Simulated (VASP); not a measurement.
**Be: electric field gradients with PBEsol**

Crystal: Be.

```
Be
1.0
     3.77163    0.00000    0.00000
     0.00000    3.77163    0.00000
     0.00000    0.00000    2.29639
Be
4
Direct
  0.29741 0.29741 0.00000
  0.70259 0.70259 0.00000
  0.20259 0.79741 0.50000
  0.79741 0.20259 0.50000
```

This cell differs from its parent crystal: volume scaled by 1.02.

```yaml
Program: VASP 6.6.1
Task: electric field gradients
Functional: PBEsol
Potentials_or_basis: VASP PAW PBE potentials, release 64 (Be)
Cutoff: 520 eV
k_mesh: 9 × 9 × 14
Occupations: fermi-dirac, width 0.05 eV
Spin: no spin polarisation
Dipole_correction: no
Further_INCAR_settings: ALGO = Normal; EDIFF = 1e-08; NBANDS = 12
```

The pressure is -3.0 GPa, the largest force is 0.008 eV/Å and the band gap on the k mesh is zero (band 4 reaches 7.63 eV, above the bottom of band 5 at 5.60 eV).

Forces in eV/Å, atoms in the order of the input:
```
Be   0.005  0.005  0.000
Be  -0.005 -0.005  0.000
Be  -0.005  0.005  0.000
Be   0.005 -0.005  0.000
```

Stress tensor (GPa, compression positive):
```
-2.52  0.00  0.00
 0.00 -2.52  0.00
 0.00  0.00 -3.98
```

Levels at points of the mesh, in eV from the Fermi level:
```tsv
k point	band 1	band 2	band 3	band 4	band 5	band 6	band 7	band 8	band 9
(0.00, 0.00, 0.00)	-11.02	-4.89	-4.32	-1.01	-1.01	4.76	4.76	7.32	9.09
(0.00, 0.00, 0.50)	-5.73	-5.73	1.02	1.02	1.81	1.81	2.59	2.59	7.36
```

Electric field gradients, principal values (V/Å²):
```tsv
atom	least	middle	greatest (by size)
1 Be	-0.496	-1.211	1.707
2 Be	-0.496	-1.211	1.707
3 Be	-0.496	-1.211	1.707
4 Be	-0.496	-1.211	1.707
```

It took 24 s on 1 thread of Intel(R) Xeon(R) Platinum 8259CL CPU @ 2.50GHz (Skylake/Cascade Lake), with other jobs on the host, peak memory 0.16 GiB.

Caveat: without QUAD_EFG the Cq values of the log hold for a quadrupole moment of 1 mb, not for the nuclei; the PAW data sets were made with another functional, which shifts forces and pressure a little.
